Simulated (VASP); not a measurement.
# Al8H in VASP: a series of runs

Runs on Al8H. Level: PBE. Tasks: single point.

Everything below comes from runs of VASP 6.6.1. Logs are shortened: lines on timing, memory, paths and dates and some standing lists are left out, and cuts for length are marked.

## (1) The cell of the first run

The cell holds a slab with vacuum, 18 atoms: a = 5.714 Å, b = 8.080 Å, c = 22.243 Å, α = 90.00°, β = 90.00°, γ = 90.00°.

## (2) Single point, PBE

File INCAR:

```
SYSTEM = Al8H
ALGO = Normal
DIPOL = 0.5 0.5 0.291
EDIFF = 1E-6
ENCUT = 520
GGA = PE
IDIPOL = 3
ISIF = 2
ISMEAR = 0
LASPH = .True.
LCHARG = .False.
LDIPOL = .True.
LREAL = Auto
LWAVE = .False.
NBANDS = 40
NELM = 80
PREC = Accurate
SIGMA = 0.1
```

File KPOINTS:

```
k-points
0
Gamma
  5 4 1
  0 0 0
```

File POSCAR:

```
Al8H
1.0
    5.7135165837      0.0000000000      0.0000000000
    0.0000000000      8.0801326415      0.0000000000
    0.0000000000      0.0000000000     22.2432786975
Al H
16 2
Direct
    0.2500000000      0.2500000000      0.1798296040
    0.2500000000      0.7500000000      0.1798296040
    0.7500000000      0.2500000000      0.1798296040
    0.7500000000      0.7500000000      0.1798296040
    0.0000000000      0.0000000000      0.2440458181
    0.0000000000      0.5000000000      0.2440458181
    0.5000000000      0.0000000000      0.2440458181
    0.5000000000      0.5000000000      0.2440458181
    0.2500000000      0.2500000000      0.3102598702
    0.2500000000      0.7500000000      0.3102598702
    0.7500000000      0.2500000000      0.3102598702
    0.7500000000      0.7500000000      0.3102598702
    0.0000000000      0.0000000000      0.3705963860
    0.0000000000      0.5000000000      0.3705963860
    0.5000000000      0.0000000000      0.3705963860
    0.5000000000      0.5000000000      0.3705963860
    0.7500000000     -0.0568678783      0.4052135847
    0.7500000000      0.0568678783      0.4052135847
```

Potentials or basis: VASP PAW PBE potentials, release 64 (Al, H).

Launch:

```
$ cat potpaw_PBE.64/Al/POTCAR potpaw_PBE.64/H/POTCAR > POTCAR
$ mpirun -np 1 vasp_std > vasp.out
```

OUTCAR:

```text
SYSTEM = Al8H
   EDIFF = 1E-6
   ENCUT = 520
   GGA = PE
   ISIF = 2
   ISMEAR = 0
   LASPH = .True.
   LREAL = Auto
   NELM = 80
   PREC = Accurate

 ion  position               nearest neighbor table
   1  0.250  0.250  0.180-   3 2.86   3 2.86   6 2.86   7 2.86   8 2.86   5 2.86   9 2.90
   2  0.250  0.750  0.180-   4 2.86   4 2.86   6 2.86   7 2.86   8 2.86   5 2.86  10 2.90
   3  0.750  0.250  0.180-   1 2.86   1 2.86   6 2.86   7 2.86   8 2.86   5 2.86  11 2.90
   4  0.750  0.750  0.180-   2 2.86   2 2.86   6 2.86   7 2.86   8 2.86   5 2.86  12 2.90
   5  0.000  0.000  0.244-  13 2.81   7 2.86   7 2.86   4 2.86   1 2.86   2 2.86   3 2.86  11 2.88
                            12 2.88   9 2.88  10 2.88
   6  0.000  0.500  0.244-  14 2.81   8 2.86   8 2.86   4 2.86   1 2.86   2 2.86   3 2.86  11 2.88
                            12 2.88   9 2.88  10 2.88
   7  0.500  0.000  0.244-  15 2.81   5 2.86   5 2.86   4 2.86   1 2.86   2 2.86   3 2.86  11 2.88
                            12 2.88   9 2.88  10 2.88
   8  0.500  0.500  0.244-  16 2.81   6 2.86   6 2.86   4 2.86   1 2.86   2 2.86   3 2.86  11 2.88
                            12 2.88   9 2.88  10 2.88
   9  0.250  0.250  0.310-  13 2.81  14 2.81  15 2.81  16 2.81  11 2.86  11 2.86   7 2.88   8 2.88
                             5 2.88   6 2.88   1 2.90
  10  0.250  0.750  0.310-  13 2.81  14 2.81  15 2.81  16 2.81  12 2.86  12 2.86   7 2.88   8 2.88
                             5 2.88   6 2.88   2 2.90
  11  0.750  0.250  0.310-  13 2.81  14 2.81  15 2.81  16 2.81   9 2.86   9 2.86   7 2.88   8 2.88
                             5 2.88   6 2.88   3 2.90
  12  0.750  0.750  0.310-  13 2.81  14 2.81  15 2.81  16 2.81  10 2.86  10 2.86   7 2.88   8 2.88
                             5 2.88   6 2.88   4 2.90
  13  0.000  0.000  0.371-  17 1.69  18 1.69  11 2.81  12 2.81   9 2.81  10 2.81   5 2.81  15 2.86
                            15 2.86
  14  0.000  0.500  0.371-   9 2.81  10 2.81  11 2.81  12 2.81   6 2.81  16 2.86  16 2.86
  15  0.500  0.000  0.371-  17 1.69  18 1.69  11 2.81  12 2.81   9 2.81  10 2.81   7 2.81  13 2.86
                            13 2.86
  16  0.500  0.500  0.371-   9 2.81  10 2.81  11 2.81  12 2.81   8 2.81  14 2.86  14 2.86
  17  0.750  0.943  0.405-  13 1.69  15 1.69
  18  0.750  0.057  0.405-  13 1.69  15 1.69

  LATTYP: Found a simple orthorhombic cell.
 ALAT       =     5.7135165837
 B/A-ratio  =     1.4142135624
 C/A-ratio  =     3.8930977747

  Lattice vectors:

 A1 = (   5.7135165837,   0.0000000000,   0.0000000000)
 A2 = (   0.0000000000,   8.0801326415,   0.0000000000)
 A3 = (   0.0000000000,   0.0000000000,  22.2432786975)

Analysis of symmetry for initial positions (statically):
=====================================================================
 Subroutine PRICEL returns:
 Original cell was already a primitive cell.

 Routine SETGRP: Setting up the symmetry group for a
[... 157 lines left out ...]
     AMIX     =   0.40;   BMIX     =  1.00
     AMIX_MAG =   1.60;   BMIX_MAG =  1.00
  volume/ion in A,a.u.               =      57.05       384.99
  Fermi-wavevector in a.u.,A,eV,Ry     =   0.597803  1.129683  4.862288  0.357368
  Thomas-Fermi vector in A             =   1.648667
   LORBIT       =      0    0 simple, 1 ext, 2 COOP (PROOUT), +10 PAW based schemes
   GGA     = PE    functional components
   LHFCALC =     F    Hartree Fock is set to
   AEXX    =    0.0000 exact exchange contribution
   IVDW    =     0    specifies the selected vdW correction
   LEPSILON=     F    determine dielectric tensor
   LRPA    =     F    only Hartree local field effects (RPA)
 non-spin polarized calculation
 Gauss-broadening in eV      SIGMA  =   0.10
  energy-cutoff  :      520.00
  volume of cell :     1026.88
 maximum number of plane-waves:     27706
   NGX = 21   NGY = 31   NGZ = 83

 dipolmoment           0.000000      0.000000      0.034059 electrons x Angstroem

 number of electron      49.9999997 magnetization

 dipolmoment           0.000000      0.000000     -0.025564 electrons x Angstroem

 Free energy of the ion-electron system (eV)
  ---------------------------------------------------
  ext. energy  EPLUGINS =         0.00000000
  ---------------------------------------------------
  free energy    TOTEN  =       -58.93163731 eV

  energy without entropy =      -58.90125032  energy(sigma->0) =      -58.91644381

 E-fermi :  -0.8084     XC(G=0):  -3.5913

 val. band max:       -0.8439079424   @ k =   0.0000   0.2500   0.0000
 cond. band min:      -0.7499239293   @ k =   0.4000   0.0000   0.0000
 fundamental gap:      0.0939840131
 Fermi energy:        -0.8084373833

 k-point     1 :       0.0000    0.0000    0.0000
  band No.  band energies     occupation
      1     -12.7124      2.00000
      2     -10.8330      2.00000
      3      -8.8043      2.00000
      4      -8.7883      2.00000
      5      -8.2046      2.00000
      6      -6.6542      2.00000
[... 349 lines left out ...]
     36       1.7732      0.00000
     37       2.0470      0.00000
 [bands above 37 left out]

------------------------ aborting loop because EDIFF is reached ----------------------------------------

 vacuum level on the upper side and lower side of the slab       (xc-potential included)        -0.107         0.015

  FORCE on cell =-STRESS in cart. coord.  units (eV):
  Direction    XX          YY          ZZ          XY          YZ          ZX
  --------------------------------------------------------------------------------------
  -------------------------------------------------------------------------------------
  Total       -2.6321416     -1.5481085     -0.1712784      0.0000000      0.0000000      0.0000000
  in kB       -4.1067574     -2.4154118     -0.2672344      0.0000000      0.0000000      0.0000000
  external PRESSURE =      -2.2631345 kB  Pullay stress =       0.0000000 kB

 VOLUME and BASIS-vectors are now :
 -----------------------------------------------------------------------------
  energy-cutoff  :      520.00
  volume of cell :     1026.88
      direct lattice vectors                 reciprocal lattice vectors
     5.713516584  0.000000000  0.000000000     0.175023558  0.000000000  0.000000000
     0.000000000  8.080132642  0.000000000     0.000000000  0.123760345  0.000000000
     0.000000000  0.000000000 22.243278697     0.000000000  0.000000000  0.044957401

 POSITION                                       TOTAL-FORCE (eV/Angst)
 -----------------------------------------------------------------------------------
      1.42838      2.02003      4.00000        -0.000000     -0.001533      0.245665
      1.42838      6.06010      4.00000        -0.000000      0.001533      0.245665
      4.28514      2.02003      4.00000        -0.000000     -0.043797      0.233702
      4.28514      6.06010      4.00000        -0.000000      0.043797      0.233702
      0.00000      0.00000      5.42838         0.192659      0.000000     -0.203061
      0.00000      4.04007      5.42838         0.127458      0.000000     -0.247436
[... 10 lines left out ...]
      4.28514      7.62063      9.01328         0.000000     -2.245255      1.090017
      4.28514      0.45950      9.01328         0.000000      2.245255      1.090017
 -----------------------------------------------------------------------------------
    total drift:                               -0.000000     -0.000000     -0.012493

  FREE ENERGIE OF THE ION-ELECTRON SYSTEM (eV)
  ---------------------------------------------------
  free  energy   TOTEN  =       -58.9316373097 eV

  energy  without entropy=      -58.9012503195  energy(sigma->0) =      -58.91644381

 vacuum level on the upper side and lower side of the slab         3.111         3.214
```

OSZICAR:

```text
N       E                     dE             d eps       ncg     rms          rms(c)
DAV:   1     0.193750413614E+03    0.19375E+03   -0.14208E+04   720   0.854E+02
DAV:   2    -0.463372968497E+02   -0.24009E+03   -0.22850E+03  1016   0.154E+02
DAV:   3    -0.617219824259E+02   -0.15385E+02   -0.14841E+02   872   0.383E+01
DAV:   4    -0.624064399271E+02   -0.68446E+00   -0.68231E+00  1072   0.959E+00
[... 17 lines left out ...]
DAV:  22    -0.589316224218E+02   -0.90989E-05   -0.23853E-07   656   0.108E-03    0.696E-04
DAV:  23    -0.589316333023E+02   -0.10880E-04   -0.62262E-07   752   0.136E-03    0.384E-04
DAV:  24    -0.589316361699E+02   -0.28676E-05   -0.10022E-07   632   0.715E-04    0.266E-04
DAV:  25    -0.589316372116E+02   -0.10417E-05   -0.56575E-08   624   0.468E-04    0.949E-05
DAV:  26    -0.589316373097E+02   -0.98099E-07   -0.10839E-08   560   0.302E-04
   1 F= -.58931637E+02 E0= -.58916444E+02  d E =-.303870E-01
```

Run time: 11 min. Hardware: 1 thread of Intel Xeon 6975P-C (Granite Rapids), shared host; peak memory 0.9 GiB.

What came out:

| Quantity | Value |
| --- | --- |
| Free energy | -58.9316 eV |
| Largest force | 2.864 eV/Å |
| Band gap on the k mesh | zero (bands 25 and 26 overlap by 0.57 eV) |

Forces on the atoms (eV/Å):
```
Al   0.000 -0.002  0.246
Al   0.000  0.002  0.246
Al   0.000 -0.044  0.234
Al   0.000  0.044  0.234
Al   0.193  0.000 -0.203
Al   0.127  0.000 -0.247
Al  -0.193  0.000 -0.203
Al  -0.127  0.000 -0.247
Al   0.000  0.074 -0.107
Al   0.000 -0.074 -0.107
Al   0.000 -0.073  0.208
Al   0.000  0.073  0.208
Al   2.587  0.000 -1.227
Al  -0.070  0.000  0.007
Al  -2.587  0.000 -1.227
Al   0.070  0.000  0.007
H    0.000 -2.245  1.090
H    0.000  2.245  1.090
```

Levels at points of the mesh, in eV from the Fermi level:
```tsv
k point	band 22	band 23	band 24	band 25	band 26	band 27	band 28	band 29
(0.00, 0.00, 0.00)	-1.11	-0.93	-0.59	-0.54	-0.33	-0.12	0.43	0.79
(0.00, 0.50, 0.00)	-0.96	-0.96	-0.88	-0.43	-0.24	0.10	0.23	0.26
```

## (3) Single point, PBE

File INCAR:

```
SYSTEM = Al8H
ALGO = Normal ; DIPOL = 0.5 0.5 0.294
EDIFF = 1E-6 ; ENCUT = 520
GGA = PE ; IDIPOL = 3
ISIF = 2 ; ISMEAR = 0
LASPH = .TRUE. ; LCHARG = .FALSE.
LDIPOL = .TRUE. ; LREAL = Auto
LWAVE = .FALSE. ; NBANDS = 40
NELM = 80 ; PREC = Accurate
SIGMA = 0.1
```

File KPOINTS:

```
k-points
0
G
  5 4 1
  0 0 0
```

POSCAR: that of step 2 with these lines changed.

```diff
@@ -24,3 +24,3 @@
     0.5000000000      0.5000000000      0.3705963860
-    0.7500000000     -0.0568678783      0.4052135847
-    0.7500000000      0.0568678783      0.4052135847
+    0.7500000000     -0.0568678783      0.4339863214
+    0.7500000000      0.0568678783      0.4339863214
```

Potentials or basis: VASP PAW PBE potentials, release 64 (Al, H).

Launch:

```
$ cat potpaw_PBE.64/Al/POTCAR potpaw_PBE.64/H/POTCAR > POTCAR
$ mpirun -np 1 vasp_std > vasp.out
```

OUTCAR:

```text
SYSTEM = Al8H
   EDIFF = 1E-6
   ENCUT = 520
   GGA = PE
   ISIF = 2
   ISMEAR = 0
   LASPH = .TRUE.
   LREAL = Auto
   NELM = 80
   PREC = Accurate

 ion  position               nearest neighbor table
   1  0.250  0.250  0.180-   3 2.86   3 2.86   6 2.86   7 2.86   8 2.86   5 2.86   9 2.90
   2  0.250  0.750  0.180-   4 2.86   4 2.86   6 2.86   7 2.86   8 2.86   5 2.86  10 2.90
   3  0.750  0.250  0.180-   1 2.86   1 2.86   6 2.86   7 2.86   8 2.86   5 2.86  11 2.90
   4  0.750  0.750  0.180-   2 2.86   2 2.86   6 2.86   7 2.86   8 2.86   5 2.86  12 2.90
   5  0.000  0.000  0.244-  13 2.81   7 2.86   7 2.86   4 2.86   1 2.86   2 2.86   3 2.86  11 2.88
                            12 2.88   9 2.88  10 2.88
[... 607 lines left out ...]

 VOLUME and BASIS-vectors are now :
 -----------------------------------------------------------------------------
  energy-cutoff  :      520.00
  volume of cell :     1026.88
      direct lattice vectors                 reciprocal lattice vectors
     5.713516584  0.000000000  0.000000000     0.175023558  0.000000000  0.000000000
     0.000000000  8.080132642  0.000000000     0.000000000  0.123760345  0.000000000
     0.000000000  0.000000000 22.243278697     0.000000000  0.000000000  0.044957401

 POSITION                                       TOTAL-FORCE (eV/Angst)
 -----------------------------------------------------------------------------------
      1.42838      2.02003      4.00000        -0.000000      0.040591      0.159787
      1.42838      6.06010      4.00000        -0.000000     -0.040591      0.159787
      4.28514      2.02003      4.00000        -0.000000     -0.046824      0.220200
      4.28514      6.06010      4.00000        -0.000000      0.046824      0.220200
      0.00000      0.00000      5.42838         0.262493      0.000000     -0.303350
      0.00000      4.04007      5.42838         0.125302      0.000000     -0.198930
[... 10 lines left out ...]
      4.28514      7.62063      9.65328        -0.000000      1.597353      0.597541
      4.28514      0.45950      9.65328        -0.000000     -1.597353      0.597541
 -----------------------------------------------------------------------------------
    total drift:                               -0.000000     -0.000000     -0.013949

  FREE ENERGIE OF THE ION-ELECTRON SYSTEM (eV)
  ---------------------------------------------------
  free  energy   TOTEN  =       -59.7972866842 eV

  energy  without entropy=      -59.7454782330  energy(sigma->0) =      -59.77138246

 vacuum level on the upper side and lower side of the slab         3.001         3.306
```

Run time: 8.5 min. Hardware: 1 thread of Intel Xeon 6975P-C (Granite Rapids), shared host; peak memory 0.9 GiB.

What came out:

```yaml
Free_energy: -59.7973 eV
Largest_force: 1.705 eV/Å
Band_gap_on_the_k_mesh: zero (bands 25 and 26 overlap by 0.74 eV)
```

Forces in eV/Å, atoms in the order of the input:
```
Al   0.000  0.041  0.160
Al   0.000 -0.041  0.160
Al   0.000 -0.047  0.220
Al   0.000  0.047  0.220
Al   0.262  0.000 -0.303
Al   0.125  0.000 -0.199
Al  -0.262  0.000 -0.303
Al  -0.125  0.000 -0.199
Al   0.000 -0.016 -0.148
Al   0.000  0.016 -0.148
Al   0.000 -0.225  0.236
Al   0.000  0.225  0.236
Al   0.870  0.000 -0.575
Al   0.012  0.000  0.011
Al  -0.870  0.000 -0.575
Al  -0.012  0.000  0.011
H    0.000  1.597  0.598
H    0.000 -1.597  0.598
```

The gap in the log of VASP goes by the Fermi energy; the results here count the filled bands.